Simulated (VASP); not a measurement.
# HfO2 (Fm-3m) in VASP: notebook

Aim: see how the results for HfO2 move with the level of theory and the settings. Levels: LDA, PBEsol. Tasks: single point.

Everything below comes from runs of VASP 6.6.1. Logs are shortened: lines on timing, memory, paths and dates and some standing lists are left out, and cuts for length are marked.

### Step 1. The cell of the first run

Symmetry: Fm-3m, No. 225, cubic system. The conventional cell has a = 5.115 Å, b = 5.115 Å, c = 5.115 Å, α = 90.00°, β = 90.00°, γ = 90.00°. Hf (site symmetry m-3m) has 8 O at 2.21 Å within 2.9 Å. Within 2.9 Å of O (site symmetry -43m) lie 4 Hf at 2.21 Å and 6 O at 2.56 Å.

### Step 2. Single point, LDA

Contents of INCAR:

```
SYSTEM = HfO2
  ALGO = Normal
  EDIFF = 1E-6
  ENCUT = 520
  GGA = CA
  ISIF = 2
  ISMEAR = -1
  LASPH = .True.
  LCHARG = .False.
  LREAL = .False.
  LWAVE = .False.
  NBANDS = 18
  NELM = 100
  PREC = Accurate
  SIGMA = 0.05
```

Contents of KPOINTS:

```
k-points
0
Gamma
  9 9 9
  0 0 0
```

Contents of POSCAR:

```
HfO2
1.0
    0.0000000000      2.5575000000      2.5575000000
    2.5575000000      0.0000000000      2.5575000000
    2.5575000000      2.5575000000      0.0000000000
Hf O
1 2
Direct
    0.0000000000      0.0000000000      0.0000000000
    0.7500000000      0.7500000000      0.7500000000
    0.2500000000      0.2500000000      0.2500000000
```

Potentials or basis: VASP PAW LDA potentials, release 64 (Hf_pv, O).

Launch:

```bash
$ cat potpaw_LDA.64/Hf_pv/POTCAR potpaw_LDA.64/O/POTCAR > POTCAR
$ mpirun -np 1 vasp_std > vasp.out
```

OUTCAR:

```text
SYSTEM = HfO2
   EDIFF = 1E-6
   ENCUT = 520
   GGA = CA
   ISIF = 2
   ISMEAR = -1
   LASPH = .True.
   LREAL = .False.
   NELM = 100
   PREC = Accurate

 ion  position               nearest neighbor table
   1  0.000  0.000  0.000-   2 2.21   2 2.21   2 2.21   2 2.21   3 2.21   3 2.21   3 2.21   3 2.21

   2  0.750  0.750  0.750-   1 2.21   1 2.21   1 2.21   1 2.21
   3  0.250  0.250  0.250-   1 2.21   1 2.21   1 2.21   1 2.21

  LATTYP: Found a face centered cubic cell.
 ALAT       =     5.1150000000

  Lattice vectors:

 A1 = (   0.0000000000,   2.5575000000,   2.5575000000)
 A2 = (   2.5575000000,   0.0000000000,   2.5575000000)
 A3 = (   2.5575000000,   2.5575000000,   0.0000000000)

Analysis of symmetry for initial positions (statically):
=====================================================================
 Subroutine PRICEL returns:
 Original cell was already a primitive cell.

 Routine SETGRP: Setting up the symmetry group for a
 face centered cubic supercell.

 Subroutine GETGRP returns: Found 48 space group operations
[... 9 lines left out ...]

 Routine SETGRP: Setting up the symmetry group for a
 face centered cubic supercell.

 Subroutine GETGRP returns: Found 48 space group operations
[... 11 lines left out ...]
                                     Primitive cell

  volume of cell :      33.4562

  direct lattice vectors                    reciprocal lattice vectors
     0.000000000  2.557500000  2.557500000    -0.195503421  0.195503421  0.195503421
     2.557500000  0.000000000  2.557500000     0.195503421 -0.195503421  0.195503421
     2.557500000  2.557500000  0.000000000     0.195503421  0.195503421 -0.195503421

  length of vectors
     3.616851186  3.616851186  3.616851186     0.338621859  0.338621859  0.338621859

  position of ions in fractional coordinates (direct lattice)
     0.000000000  0.000000000  0.000000000
     0.750000000  0.750000000  0.750000000
     0.250000000  0.250000000  0.250000000

  ion indices of the primitive-cell ions
   primitive index   ion index
                 1           1
                 2           2
                 3           3

----------------------------------------------------------------------------------------

 KPOINTS: k-points

Automatic generation of k-mesh.
 Grid dimensions read from file:
 generate k-points for:    9    9    9

 Generating k-lattice:

  Cartesian coordinates                     Fractional coordinates (reciprocal lattice)
    -0.021722602  0.021722602  0.021722602     0.111111111  0.000000000  0.000000000
     0.021722602 -0.021722602  0.021722602     0.000000000  0.111111111  0.000000000
     0.021722602  0.021722602 -0.021722602     0.000000000  0.000000000  0.111111111

  Length of vectors
     0.037624651  0.037624651  0.037624651

  Shift w.r.t. Gamma in fractional coordinates (k-lattice)
     0.000000000  0.000000000  0.000000000

 Subroutine IBZKPT returns following result:
 ===========================================

 Found     35 irreducible k-points:

 Following reciprocal coordinates:
            Coordinates               Weight
  0.000000  0.000000  0.000000      1.000000
  0.111111  0.000000  0.000000      8.000000
  0.222222  0.000000  0.000000      8.000000
  0.333333  0.000000  0.000000      8.000000
  0.444444  0.000000  0.000000      8.000000
  0.111111  0.111111  0.000000      6.000000
[... 16 lines left out ...]
 -0.333333  0.333333  0.000000     12.000000
  0.444444  0.444444  0.000000      6.000000
 [... further k-points ...]
   k-points           NKPTS =     35   k-points in BZ     NKDIM =     35   number of bands    NBANDS=     18
   number of dos      NEDOS =    301   number of ions     NIONS =      3
   total plane-waves  NPLWV =  21952
   dimension x,y,z NGX =    28 NGY =   28 NGZ =   28
   dimension x,y,z NGXF=    56 NGYF=   56 NGZF=   56
   ions per type =               1   2
   NGX,Y,Z   is equivalent  to a cutoff of  12.87, 12.87, 12.87 a.u.
   NGXF,Y,Z  is equivalent  to a cutoff of  25.74, 25.74, 25.74 a.u.
 SYSTEM =  HfO2
   PREC   = accura    normal or accurate (medium, high low for compatibility)
   ISTART =      0    job   : 0-new  1-cont  2-samecut
   ICHARG =      2    charge: 1-file 2-atom 10-const
   ISPIN  =      1    spin polarized calculation?
   LNONCOLLINEAR =      F non collinear calculations
   LSORBIT =      F    spin-orbit coupling
   LASPH  =      T    aspherical Exc in radial PAW
   ENCUT  =  520.0 eV  38.22 Ry    6.18 a.u.   6.72  6.72  6.72*2*pi/ulx,y,z
   NELM   =    100;   NELMIN=  2; NELMDL= -5     # of ELM steps
   EDIFF  = 0.1E-05   stopping-criterion for ELM
   LREAL  =      F    real-space projection
   EDIFFG = 0.1E-04   stopping-criterion for IOM
   NSW    =      0    number of steps for IOM
   IBRION =     -1    ionic relax: 0-MD 1-quasi-New 2-CG
   NFREE  =      0    steps in history (QN), initial steepest desc. (CG)
   ISIF   =      2    stress and relaxation
[... 76 lines left out ...]
      4     -13.9166      2.00000
      5     -11.8948      2.00000
      6      -1.0020      2.00000
[... 10 lines left out ...]
     17      13.2392      0.00000
     18      16.1525      0.00000

 k-point     4 :       0.3333    0.0000    0.0000
  band No.  band energies     occupation
      1     -26.0891      2.00000
      2     -25.8229      2.00000
      3     -25.8229      2.00000
      4     -13.4831      2.00000
      5     -12.1419      2.00000
      6      -0.6559      2.00000
[... 10 lines left out ...]
     17      13.0068      0.00000
     18      15.4736      0.00000

 k-point     5 :       0.4444    0.0000    0.0000
  band No.  band energies     occupation
      1     -26.1717      2.00000
      2     -25.8330      2.00000
      3     -25.8330      2.00000
      4     -13.2682      2.00000
      5     -12.1983      2.00000
      6      -0.4421      2.00000
[... 10 lines left out ...]
     17      12.8583      0.00000
     18      15.6701      0.00000

 k-point     6 :       0.1111    0.1111    0.0000
  band No.  band energies     occupation
      1     -25.8411      2.00000
      2     -25.8017      2.00000
      3     -25.8017      2.00000
      4     -14.2674      2.00000
      5     -11.6387      2.00000
      6      -1.2917      2.00000
[... 10 lines left out ...]
     17      13.6032      0.00000
     18      16.2592      0.00000

 k-point     7 :       0.2222    0.1111    0.0000
  band No.  band energies     occupation
      1     -25.9305      2.00000
      2     -25.8174      2.00000
      3     -25.8150      2.00000
      4     -13.9342      2.00000
      5     -11.8856      2.00000
      6      -1.0699      2.00000
[... 10 lines left out ...]
     17      13.3238      0.00000
     18      16.2389      0.00000

 k-point     8 :       0.3333    0.1111    0.0000
  band No.  band energies     occupation
      1     -26.0504      2.00000
      2     -25.8361      2.00000
      3     -25.8334      2.00000
      4     -13.4908      2.00000
      5     -12.1537      2.00000
      6      -0.7442      2.00000
[... 10 lines left out ...]
     17      13.3031      0.00000
     18      15.9362      0.00000
[... 229 lines left out ...]
     17      13.8565      0.00000
     18      16.1711      0.00000

 k-point    20 :       0.3333    0.3333    0.0000
  band No.  band energies     occupation
      1     -26.1070      2.00000
      2     -25.8742      2.00000
      3     -25.8742      2.00000
      4     -12.9721      2.00000
      5     -12.4583      2.00000
      6      -1.4388      2.00000
[... 10 lines left out ...]
     17      13.0268      0.00000
     18      16.2518      0.00000

 k-point    21 :       0.4444    0.3333    0.0000
  band No.  band energies     occupation
      1     -26.1495      2.00000
      2     -25.9077      2.00000
      3     -25.8854      2.00000
      4     -12.6812      2.00000
      5     -12.5765      2.00000
      6      -1.9340      2.00000
[... 10 lines left out ...]
     17      14.4368      0.00000
     18      16.2543      0.00000

 k-point    22 :      -0.4444    0.3333    0.0000
  band No.  band energies     occupation
      1     -26.1368      2.00000
      2     -25.9718      2.00000
      3     -25.8822      2.00000
      4     -12.6889      2.00000
      5     -12.4626      2.00000
      6      -1.9411      2.00000
[... 10 lines left out ...]
     17      15.6211      0.00000
     18      16.2461      0.00000

 k-point    23 :      -0.3333    0.3333    0.0000
  band No.  band energies     occupation
      1     -26.0677      2.00000
      2     -26.0428      2.00000
      3     -25.8660      2.00000
      4     -12.7296      2.00000
      5     -12.4570      2.00000
      6      -1.5306      2.00000
[... 10 lines left out ...]
     17      15.3949      0.00000
     18      16.2244      0.00000

 k-point    24 :       0.4444    0.4444    0.0000
  band No.  band energies     occupation
      1     -26.1923      2.00000
      2     -25.8992      2.00000
      3     -25.8992      2.00000
      4     -12.6979      2.00000
      5     -12.4484      2.00000
      6      -2.4453      2.00000
[... 10 lines left out ...]
     17      15.4015      0.00000
     18      16.2592      0.00000

 [... further k-points ...]
[... 5 lines left out ...]
  --------------------------------------------------------------------------------------
  -------------------------------------------------------------------------------------
  Total       -4.0355051     -4.0355051     -4.0355051      0.0000000      0.0000000      0.0000000
  in kB     -193.2553665   -193.2553665   -193.2553665      0.0000000      0.0000000      0.0000000
  external PRESSURE =    -193.2553665 kB  Pullay stress =       0.0000000 kB

 VOLUME and BASIS-vectors are now :
 -----------------------------------------------------------------------------
  energy-cutoff  :      520.00
  volume of cell :       33.46
      direct lattice vectors                 reciprocal lattice vectors
     0.000000000  2.557500000  2.557500000    -0.195503421  0.195503421  0.195503421
     2.557500000  0.000000000  2.557500000     0.195503421 -0.195503421  0.195503421
     2.557500000  2.557500000  0.000000000     0.195503421  0.195503421 -0.195503421

 POSITION                                       TOTAL-FORCE (eV/Angst)
 -----------------------------------------------------------------------------------
      0.00000      0.00000      0.00000        -0.000000     -0.000000     -0.000000
      3.83625      3.83625      3.83625        -0.000000     -0.000000     -0.000000
      1.27875      1.27875      1.27875         0.000000      0.000000      0.000000
 -----------------------------------------------------------------------------------
    total drift:                                0.000000      0.000000      0.000000

  FREE ENERGIE OF THE ION-ELECTRON SYSTEM (eV)
  ---------------------------------------------------
  free  energy   TOTEN  =       -32.9104648121 eV

  energy  without entropy=      -32.9104648120  energy(sigma->0) =      -32.91046481
```

Wall time 7.8 s (1 thread of Intel Xeon 6975P-C (Granite Rapids), shared host); peak memory 0.15 GiB.

Results:

| Item | Value |
| --- | --- |
| Free energy | -32.9105 eV |
| Pressure | -19.3 GPa |
| Band gap on the k mesh | 3.63 eV, indirect (least direct gap 3.75 eV) |

Levels at points of the mesh, in eV from the valence-band top:
```csv
k point,band 7,band 8,band 9,band 10,band 11,band 12,band 13,band 14,band 15,band 16
"(0.00, 0.00, 0.00)",-5.20,-5.20,-0.55,-0.55,-0.55,3.67,3.67,5.53,10.09,10.09
```

Caveat: spin-orbit coupling is left out, which moves the levels of the heavy elements.

### Step 3. Single point, PBEsol

Contents of INCAR:

```
ALGO = Normal
EDIFF = 1E-7
ENCUT = 520
GGA = PS
ISIF = 2
ISMEAR = -1
LASPH = T
LCHARG = F
LREAL = F
LWAVE = F
NBANDS = 18
NELM = 60
PREC = Accurate
SIGMA = 0.05
```

Contents of KPOINTS:

```
k-points
0
Gamma
  9 9 9
```

POSCAR is that of step 2.

Potentials or basis: VASP PAW PBE potentials, release 64 (Hf_pv, O).

Launch:

```bash
$ cat potpaw_PBE.64/Hf_pv/POTCAR potpaw_PBE.64/O/POTCAR > POTCAR
$ mpirun -np 1 vasp_std > vasp.out
```

Wall time 9.5 s (1 thread of Intel Xeon 6975P-C (Granite Rapids), shared host); peak memory 0.16 GiB.

The run converged. Its results:

* Free energy: -31.5586 eV
* Pressure: -13.6 GPa
* Band gap on the k mesh: 3.71 eV, indirect (least direct gap 3.83 eV)

Levels at points of the mesh, in eV from the valence-band top:
```
           k point  band 7  band 8  band 9  band 10  band 11  band 12  band 13  band 14  band 15  band 16
(0.00, 0.00, 0.00)   -5.19   -5.19   -0.55    -0.55    -0.55     3.77     3.77     5.49    10.14    10.14
```

Caveat: the PAW data sets were made with another functional, which shifts forces and pressure a little; spin-orbit coupling is left out, which moves the levels of the heavy elements. A k mesh can miss the band edges.

### Step 4. Single point, LDA

This run uses another cell than the first one, of 10.93 Å³/atom, 0.980 times its volume.

Contents of INCAR:

```
PREC = Accurate ; ENCUT = 520
EDIFF = 1E-7 ; ISMEAR = -1
SIGMA = 0.05 ; LREAL = False
LASPH = True ; NELM = 60
ALGO = Normal ; ISIF = 2
LWAVE = False ; LCHARG = False
GGA = CA ; NBANDS = 18
```

Contents of KPOINTS:

```
Automatic mesh
0
Gamma
  9 9 9
```

Contents of POSCAR:

```
HfO2
1.0
    0.0000000000      2.5403350533      2.5403350533
    2.5403350533      0.0000000000      2.5403350533
    2.5403350533      2.5403350533      0.0000000000
Hf O
1 2
Direct
    0.0000000000      0.0000000000      0.0000000000
    0.7500000000      0.7500000000      0.7500000000
    0.2500000000      0.2500000000      0.2500000000
```

Potentials or basis: VASP PAW LDA potentials, release 64 (Hf_pv, O).

Launch:

```bash
$ cat potpaw_LDA.64/Hf_pv/POTCAR potpaw_LDA.64/O/POTCAR > POTCAR
$ mpirun -np 1 vasp_std > vasp.out
```

Run time: 16 s. Hardware: 1 thread of Intel Xeon Platinum 8259CL at 2.50GHz (Skylake/Cascade Lake), shared host; peak memory 0.15 GiB.

The run converged. Its results:

```yaml
Free_energy: -32.9814 eV
Pressure: -15.0 GPa
Band_gap_on_the_k_mesh: 3.69 eV, indirect (least direct gap 3.81 eV)
```

Levels at points of the mesh, in eV from the valence-band top:
| k point | band 8 | band 9 | band 10 | band 11 | band 12 | band 13 | band 14 | band 15 |
| --- | --- | --- | --- | --- | --- | --- | --- | --- |
| (0.00, 0.00, 0.00) | -5.32 | -0.56 | -0.56 | -0.56 | 3.72 | 3.72 | 5.69 | 10.34 |

Caveat: spin-orbit coupling is left out, which moves the levels of the heavy elements.

### Step 5. Single point, LDA

This run uses another cell than the first one, of 11.60 Å³/atom, 1.040 times its volume.

Contents of INCAR:

```
PREC     = Accurate       # precision mode
ENCUT    = 520            # plane-wave cutoff, eV
EDIFF    = 1E-7           # SCF threshold, eV
ISMEAR   = -1             # smearing method
SIGMA    = 0.05           # smearing width, eV
LREAL    = F              # projectors in reciprocal space
LASPH    = T              # aspherical terms in the spheres
NELM     = 60             # most SCF steps
ALGO     = Normal         # electronic algorithm
ISIF     = 2              # what is computed and relaxed
LWAVE    = F              # write WAVECAR
LCHARG   = T              # write CHGCAR
LELF     = T              # ELF
LVHAR    = T            
NBANDS   = 18             # bands
```

KPOINTS is that of step 4.

Contents of POSCAR:

```
HfO2
1.0
    0.0000000000      2.5911551753      2.5911551753
    2.5911551753      0.0000000000      2.5911551753
    2.5911551753      2.5911551753      0.0000000000
Hf O
1 2
Direct
    0.0000000000      0.0000000000      0.0000000000
    0.7500000000      0.7500000000      0.7500000000
    0.2500000000      0.2500000000      0.2500000000
```

Launch:

```bash
$ cat potpaw_LDA.64/Hf_pv/POTCAR potpaw_LDA.64/O/POTCAR > POTCAR
$ mpirun -np 1 vasp_std > vasp.out
```

Wall time 17 s (1 thread of Intel Xeon Platinum 8259CL at 2.50GHz (Skylake/Cascade Lake), shared host); peak memory 0.14 GiB.

The run converged. Its results:

- Free energy: -32.7195 eV
- Pressure: -26.6 GPa
- Band gap on the k mesh: 3.52 eV, indirect (least direct gap 3.64 eV)

Levels at points of the mesh, in eV from the valence-band top:
| k point | band 8 | band 9 | band 10 | band 11 | band 12 | band 13 | band 14 | band 15 |
| --- | --- | --- | --- | --- | --- | --- | --- | --- |
| (0.00, 0.00, 0.00) | -4.97 | -0.53 | -0.53 | -0.53 | 3.57 | 3.57 | 5.22 | 9.61 |

Caveat: spin-orbit coupling is left out, which moves the levels of the heavy elements. A k mesh can miss the band edges.

### Step 6. Single point, PBEsol

This run uses another cell than the first one, of 10.69 Å³/atom, 0.959 times its volume.

Contents of INCAR:

```
PREC = Accurate ; ENCUT = 520
EDIFF = 1E-6 ; ISMEAR = -1
SIGMA = 0.05 ; LREAL = False
LASPH = True ; NELM = 80
ALGO = Normal ; ISIF = 2
LWAVE = False ; LCHARG = False
GGA = PS ; NBANDS = 18
```

Contents of KPOINTS:

```
regular mesh
0
Gamma
  9 9 9
```

Contents of POSCAR:

```
HfO2
1.0
    0.0000000000      2.5219119206      2.5219119206
    2.5219119206      0.0000000000      2.5219119206
    2.5219119206      2.5219119206      0.0000000000
Hf O
1 2
Direct
    0.0000000000      0.0000000000      0.0000000000
    0.7500000000      0.7500000000      0.7500000000
    0.2500000000      0.2500000000      0.2500000000
```

Potentials or basis: VASP PAW PBE potentials, release 64 (Hf_pv, O).

Launch:

```bash
$ cat potpaw_PBE.64/Hf_pv/POTCAR potpaw_PBE.64/O/POTCAR > POTCAR
$ mpirun -np 1 vasp_std > vasp.out
```

It took 9.3 s on 1 thread of Intel Xeon 6975P-C (Granite Rapids), shared host; peak memory 0.16 GiB.

The run converged. Its results:

```yaml
Free_energy: -31.6323 eV
Pressure: -3.7 GPa
Band_gap_on_the_k_mesh: 3.83 eV, indirect (least direct gap 3.95 eV)
```

Levels at points of the mesh, in eV from the valence-band top:
| k point | band 8 | band 9 | band 10 | band 11 | band 12 | band 13 | band 14 | band 15 |
| --- | --- | --- | --- | --- | --- | --- | --- | --- |
| (0.00, 0.00, 0.00) | -5.44 | -0.57 | -0.57 | -0.57 | 3.87 | 3.87 | 5.82 | 10.67 |

Caveat: the PAW data sets were made with another functional, which shifts forces and pressure a little; spin-orbit coupling is left out, which moves the levels of the heavy elements.

### Step 7. The runs side by side

```tsv
level	potentials or basis	cell	gap on the mesh (eV)	pressure (GPa)
LDA	VASP PAW LDA potentials, release 64 (Hf_pv, O)	a = 3.617 Å, angles 60.0°, 3 atoms	3.63	-19.3
PBEsol	VASP PAW PBE potentials, release 64 (Hf_pv, O)	a = 3.617 Å, angles 60.0°, 3 atoms	3.71	-13.6
LDA	VASP PAW LDA potentials, release 64 (Hf_pv, O)	a = 3.593 Å, angles 60.0°, 3 atoms	3.69	-15.0
LDA	VASP PAW LDA potentials, release 64 (Hf_pv, O)	a = 3.664 Å, angles 60.0°, 3 atoms	3.52	-26.6
PBEsol	VASP PAW PBE potentials, release 64 (Hf_pv, O)	a = 3.567 Å, angles 60.0°, 3 atoms	3.83	-3.7
```

Alike in all rows: task single point; no spin polarisation; k mesh 9 × 9 × 9; cutoff (eV) 520; smearing fermi-dirac 0.05 eV.

Caveats: spin-orbit coupling is left out, which moves the levels of the heavy elements; the PAW data sets were made with another functional, which shifts forces and pressure a little (some runs).

Absolute energies hang on the potentials; compare differences alone.
